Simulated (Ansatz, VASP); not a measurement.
**CaO: VASP beside Ansatz**

```xyz
2
Lattice="0.0000 2.3510 2.3510 2.3510 0.0000 2.3510 2.3510 2.3510 0.0000" Properties=species:S:1:pos:R:3 pbc="T T T"
Ca    0.0000    0.0000    0.0000
O     2.3510    2.3510    2.3510
```

Change from the starting cell: strain -0.040 along x and y, -0.040 along z, atoms carried along.

Alike in both runs: task single point; functional r2SCAN; k mesh 8 × 8 × 8; occupations gaussian, width 0.05 eV; no spin polarisation.

|  | VASP | Ansatz |
| --- | --- | --- |
| version | VASP 6.6.1 | Ansatz 0.2.0 |
| potentials or method | VASP PAW PBE potentials, release 64 (Ca_sv, O_h), cutoff 910 eV | scalar-relativistic, plane waves, PAW |
| valence electrons in the cell | 16 | 16 |

```tsv
	VASP	Ansatz	Ansatz less VASP
gap on the k mesh at the Fermi level (eV)	4.17	4.18	+0.011
least direct gap on the mesh (eV)	4.52	4.53	+0.014
```

VASP's potentials were made for PBE, not for r2SCAN.

Noted on VASP's run: the cutoff is short for stress, so the pressure is rough.
